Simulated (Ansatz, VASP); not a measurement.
Two plane-wave programs on Ta

Contents of INCAR:

```
SYSTEM = Ta
  PREC = Accurate
  ENCUT = 500
  EDIFF = 1E-6
  ISMEAR = 0
  SIGMA = 0.1
  LREAL = .False.
  LASPH = .True.
  NELM = 120
  ALGO = Normal
  ISIF = 2
  LWAVE = .False.
  LCHARG = .True.
  GGA = PS
  LELF = .True.
  LVHAR = .True.
  NBANDS = 12
  GGA_COMPAT = .False.
```

File KPOINTS:

```
regular mesh
0
Gamma
  12 12 16
  0 0 0
```

File POSCAR:

```
Ta
1.0
    2.8394229387     -0.0000040661     -0.0048052562
   -0.0000040661      2.8394229387     -0.0048052562
    1.4160065501      1.4160065501      2.2887605517
Ta
1
Direct
    0.0000000000      0.0000000000      0.0000000000
```

Input for Ansatz:

```yaml
crystal:
  lattice:
    - [2.8394229387, -4.0661e-06, -0.0048052562]
    - [-4.0661e-06, 2.8394229387, -0.0048052562]
    - [1.4160065501, 1.4160065501, 2.2887605517]
  atoms:
    - { symbol: Ta, position: [0.0, 0.0, 0.0] }
basis:
  ecutwfc: 420
kpoints:
  mp_grid: { grid: [12, 12, 16] }
hamiltonian:
  xc: pbesol
scf:
  occupations: { method: gaussian, width: 0.1 }
output:
  forces: true
  stress: true
  eigenvalues: true
```

Change from the starting cell: band edges of the strained film's bulk.

Alike in both runs: task single point; functional PBEsol; k mesh 12 × 12 × 16; occupations gaussian, width 0.1 eV; no spin polarisation.

|  | VASP | Ansatz |
| --- | --- | --- |
| version | VASP 6.6.1 | Ansatz 0.2.0 |
| potentials or method | VASP PAW PBE potentials, release 64 (Ta_pv), cutoff 500 eV | scalar-relativistic, plane waves, PAW |
| valence electrons in the cell | 11 | 13 |

Ansatz gave:

```
gap on the k mesh at the Fermi level (eV)                     : none
pressure (GPa)                                                : -4.9
traceless stress, the component that is largest in VASP (GPa) : 4.89
```

Estimate VASP's values.

gap on the k mesh at the Fermi level (eV): none; pressure (GPa): -4.8; traceless stress, the component that is largest in VASP (GPa): 4.88.

VASP's potentials were made for PBE, not for PBEsol. A gap of «none» marks a metal or a gap that the smearing closes. The functional is the same, so the differences come from potentials, cutoffs and numerics. VASP's potentials hold 11 valence electrons a cell and Ansatz's 13, so a difference there can come from the potentials and not from the codes.

Spin-orbit coupling is off throughout.
